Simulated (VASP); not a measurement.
Here is a VASP 6.6.1 calculation.

INCAR

```
PREC     = Accurate       # precision mode
ENCUT    = 520            # plane-wave cutoff, eV
EDIFF    = 1E-6           # SCF threshold, eV
ISMEAR   = 0              # smearing method
SIGMA    = 0.1            # smearing width, eV
LREAL    = False          # projectors in reciprocal space
LASPH    = True           # aspherical terms in the spheres
NELM     = 150            # most SCF steps
ALGO     = Normal         # electronic algorithm
ISIF     = 2              # what is computed and relaxed
LWAVE    = False          # write WAVECAR
LCHARG   = False          # write CHGCAR
ISPIN    = 2              # spin polarisation
MAGMOM   = 0 1.39 1.39 0 0.29 0.29 # initial moments
LORBIT   = 11             # projections on sites
LMAXMIX  = 4              # l up to which the mixer works
GGA      = PE             # functional
NBANDS   = 38             # bands
```

The input KPOINTS:

```
regular mesh
0
Gamma
  12 12 4
```

File POSCAR:

```
CuNi2O3
1.0
    2.8194829070      0.0000000000      0.0000000000
    0.0000000000      2.8194829070      0.0000000000
    0.0000000000      0.0000000000      7.8818808140
Cu Ni O
1 2 3
Direct
    0.0000000000      0.0000000000      0.0000000000
    0.0000000000      0.5000000000      0.6435956906
    0.5000000000      0.0000000000      0.3564043094
    0.5000000000      0.5000000000      0.0000000000
    0.0000000000      0.5000000000      0.3729893258
    0.5000000000      0.0000000000      0.6270106742
```

Potentials or basis: VASP PAW PBE potentials, release 64 (Cu, Ni, O).

Command:

```sh
$ cat potpaw_PBE.64/Cu/POTCAR potpaw_PBE.64/Ni/POTCAR potpaw_PBE.64/O/POTCAR > POTCAR
$ mpirun -np 1 vasp_std > vasp.out
```

(1) Predict the pressure.

(2) Predict the site moments.

Results:

(1) 0.2 GPa.

(2) Cu +0.05; Ni +1.24; O +0.05, +0.24 (each value once) μB.
